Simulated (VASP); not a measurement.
Input of a VASP 6.6.1 run:

Contents of POSCAR:

```
MnS
1.0
    0.0000000000      2.6045000000      2.6045000000
    2.6045000000      0.0000000000      2.6045000000
    2.6045000000      2.6045000000      0.0000000000
Mn S
1 1
Direct
    0.0000000000      0.0000000000      0.0000000000
    0.5000000000      0.5000000000      0.5000000000
```

Contents of INCAR.step1:

```
SYSTEM = MnS
PREC = Accurate
ENCUT = 520
EDIFF = 1E-5
ISMEAR = -1
SIGMA = 0.05
LREAL = .False.
LASPH = .True.
NELM = 150
ALGO = Normal
ISIF = 2
LWAVE = .True.
LCHARG = .False.
ISPIN = 2
MAGMOM = 4 0
LORBIT = 11
LMAXMIX = 4
NBANDS = 20
GGA = PE
LUSENCCL = .False.
```

File INCAR.step2:

```
SYSTEM = MnS
PREC = Accurate
ENCUT = 520
EDIFF = 1E-6
ISMEAR = -1
SIGMA = 0.05
LREAL = .False.
LASPH = .True.
NELM = 150
ALGO = Normal
ISIF = 2
LWAVE = .False.
LCHARG = .False.
ISPIN = 2
MAGMOM = 4 0
LORBIT = 11
LMAXMIX = 4
METAGGA = R2SCAN
LHFCALC = .True.
AEXX = 0.1
LMIXTAU = .True.
PRECFOCK = Normal
NBANDS = 20
ISTART = 1
LUSENCCL = .False.
```

Contents of KPOINTS:

```
regular mesh
0
Gamma
  5 5 5
  0 0 0
```

Potentials or basis: VASP PAW PBE potentials, release 64 (Mn_pv, S).

Run with:

```sh
$ cat potpaw_PBE.64/Mn_pv/POTCAR potpaw_PBE.64/S/POTCAR > POTCAR
$ cp INCAR.step1 INCAR
$ mpirun -np 1 vasp_std > vasp.out
$ cp INCAR.step2 INCAR
$ mpirun -np 1 vasp_std > vasp.out
```

Predict the band gap on the k mesh.

1.07 eV, indirect (least direct gap 3.10 eV).

Estimate the site moments.

Mn +4.55; S +0.13 μB.

What does it give for the pressure?

1.4 GPa.

Caveat: the PAW data sets were made with another functional, which shifts forces and pressure a little; a cell with one magnetic atom can't hold antiferromagnetic order, which such compounds often take. A k mesh can miss the band edges.
